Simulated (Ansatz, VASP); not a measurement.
# W in VASP and in Ansatz

INCAR

```
SYSTEM = W
ALGO = Fast ; EDIFF = 1E-7
ENCUT = 520 ; GGA = PE
ISIF = 2 ; ISMEAR = 0
LASPH = .True. ; LCHARG = .False.
LREAL = .False. ; LWAVE = .False.
NBANDS = 13 ; NELM = 60
PREC = Accurate ; SIGMA = 0.15
```

Contents of KPOINTS:

```
k-points
0
Gamma
  20 20 20
  0 0 0
```

Contents of POSCAR:

```
W
1.0
   -1.5493810000      1.5493810000      1.5973000000
    1.5493810000     -1.5493810000      1.5973000000
    1.5493810000      1.5493810000     -1.5973000000
W
1
Direct
    0.0000000000      0.0000000000      0.0000000000
```

Input for Ansatz:

```yaml
crystal:
  lattice:
    - [-1.549381, 1.549381, 1.5973]
    - [1.549381, -1.549381, 1.5973]
    - [1.549381, 1.549381, -1.5973]
  atoms:
    - { symbol: W, position: [0.0, 0.0, 0.0] }
basis:
  ecutwfc: 420
kpoints:
  mp_grid: { grid: [20, 20, 20] }
hamiltonian:
  xc: pbe
scf:
  occupations: { method: gaussian, width: 0.15 }
output:
  forces: true
  stress: true
  eigenvalues: true
  write_density: true
  write_potential: true
  elf: true
  volumetric_format: npy
```

Change from the starting cell: strain -0.030 along x and y, +0.000 along z, atoms carried along.

Alike in both runs: task single point; functional PBE; k mesh 20 × 20 × 20; occupations gaussian, width 0.15 eV; no spin polarisation.

```csv
,VASP,Ansatz
version,VASP 6.6.1,Ansatz 0.2.0
potentials or method,"VASP PAW PBE potentials, release 64 (W_sv), cutoff 520 eV","scalar-relativistic, plane waves, PAW"
valence electrons in the cell,14,14
```

```csv
,VASP,Ansatz,Ansatz less VASP
gap on the k mesh at the Fermi level (eV),none,none,-
pressure (GPa),17.9,17.2,-0.72
"traceless stress, the component that is largest in VASP (GPa)",-7.40,-7.39,+0.011
```

A gap of «none» marks a metal or a gap that the smearing closes. With one functional, cell and mesh, what is left measures potentials, basis and numerics.

Spin-orbit coupling is off throughout.
